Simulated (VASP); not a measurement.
## SbP3: relaxation of cell and atoms with PBE

SbP3:

```
Sb P
1.0
     5.14037    0.00000    0.00000
    -2.57018    4.45169    0.00000
     0.00000    0.00000    7.39872
Sb P
2 6
Direct
  0.33333 0.66667 0.50000
  0.33333 0.66667 0.00000
  0.08915 0.78870 0.75000
  0.21130 0.30045 0.75000
  0.69955 0.91085 0.75000
  0.69955 0.78870 0.25000
  0.21130 0.91085 0.25000
  0.08915 0.30045 0.25000
```

The cell was built from a structure type or drawn by symmetry, and may not be a known phase.

```yaml
Program: VASP 6.6.1
Task: relaxation of cell and atoms
Functional: PBE
Potentials_or_basis: VASP PAW PBE potentials, release 64 (Sb, P)
Cutoff: 600 eV
k_mesh: 6 × 6 × 4
Occupations: gaussian, width 0.1 eV
Spin: no spin polarisation
Dipole_correction: no
Further_INCAR_settings: ALGO = Normal; EDIFF = 1e-06; IBRION = 2; EDIFFG = -0.04; NSW = 90; ISIF = 3
```

```yaml
Relaxed_volume: 27.39 Å³/atom
Relaxed_cell: a = 5.299 Å, b = 5.299 Å, c = 9.010 Å, α = 90.00°, β = 90.00°, γ = 120.00°
Space_group_after_relaxing_to_0.1_Å: P-6m2 (No. 187)
Energy_gained_by_relaxing: 539.2 meV/atom
Ionic_steps: 24
Pressure_after_relaxing: 0.0 GPa
Largest_force_after_relaxing: 0.010 eV/Å
Band_gap_on_the_k_mesh: zero (bands 20 and 21 overlap by 0.67 eV)
```

Forces in eV/Å, atoms in the order of the input:
```
Sb   0.000  0.000  0.000
Sb   0.000  0.000  0.000
P    0.008 -0.006  0.000
P    0.001  0.010  0.000
P   -0.009 -0.004  0.000
P   -0.008 -0.006  0.000
P    0.009 -0.004  0.000
P   -0.001  0.010  0.000
```

Stress tensor (GPa, compression positive):
```
 0.07  0.00  0.00
 0.00  0.07  0.00
 0.00  0.00 -0.15
```

The path:
```
step  energy change (eV)  largest force (eV/Å)  pressure (GPa)  volume (Å³)
   1              0.0000                2.8117           19.04       169.31
   2             -3.6338                1.3669           -5.31       237.71
   3             -3.7503                1.4941           -2.96       221.33
   4             -3.7550                1.4736           -3.35       223.52
   5             -4.1353                1.1454            1.61       213.79
   6             -4.2382                0.0905           -0.33       216.56
   7             -4.2383                0.1176           -0.24       216.42
   8             -4.2435                0.0908           -0.06       215.25
   9             -4.2477                0.0523            0.35       212.86
  10             -4.2515                0.0614            0.26       213.04
  11             -4.2584                0.1121            0.00       213.56
  12             -4.2514                0.2322           -0.52       214.54
  13             -4.2594                0.1398           -0.13       213.81
  14             -4.2617                0.0829            0.17       213.40
  15             -4.2619                0.0642            0.10       213.50
  16             -4.2645                0.0630            0.08       213.80
  17             -4.2718                0.0575            0.02       214.73
  18             -4.2836                0.0521           -0.15       216.58
  19             -4.2938                0.1685           -0.71       220.32
  20             -4.2949                0.1598           -0.68       220.29
  21             -4.2980                0.1357           -0.60       220.21
  22             -4.3030                0.0932           -0.46       220.05
  23             -4.3094                0.0309           -0.24       219.73
  24             -4.3135                0.0099            0.00       219.10
```

Final structure:
```
CELL_PARAMETERS angstrom
5.29906 0.00000 0.00000
-2.64953 4.58912 0.00000
0.00000 0.00000 9.00973
ATOMIC_POSITIONS crystal
Sb 0.33333 0.66667 0.50000
Sb 0.33333 0.66667 0.00000
P 0.13809 0.86345 0.75000
P 0.13655 0.27464 0.75000
P 0.72536 0.86191 0.75000
P 0.72536 0.86345 0.25000
P 0.13655 0.86191 0.25000
P 0.13809 0.27464 0.25000
```

Levels at points of the mesh, in eV from the Fermi level:
```tsv
k point	band 16	band 17	band 18	band 19	band 20	band 21	band 22	band 23	band 24	band 25
(0.00, 0.00, 0.00)	-2.87	-2.77	-2.77	0.00	0.00	0.50	1.26	1.26	1.90	2.21
(0.50, 0.00, 0.00)	-2.58	-2.39	-1.96	-0.41	-0.18	-0.04	0.03	0.60	1.09	1.54
(0.00, 0.00, 0.50)	-2.90	-1.67	-1.67	-1.67	-1.67	1.14	1.14	2.27	2.48	2.48
(0.50, 0.00, 0.50)	-2.56	-1.69	-1.69	-1.05	-1.05	0.12	0.12	0.84	0.84	1.90
```

It took 17 min on 1 thread of Intel(R) Xeon(R) Platinum 8488C (Sapphire Rapids), with other jobs on the host, peak memory 0.39 GiB.

Caveat: the volume moved by over 15 % at a fixed basis, so the end points are rough; spin-orbit coupling is left out, which moves the levels of the heavy elements.
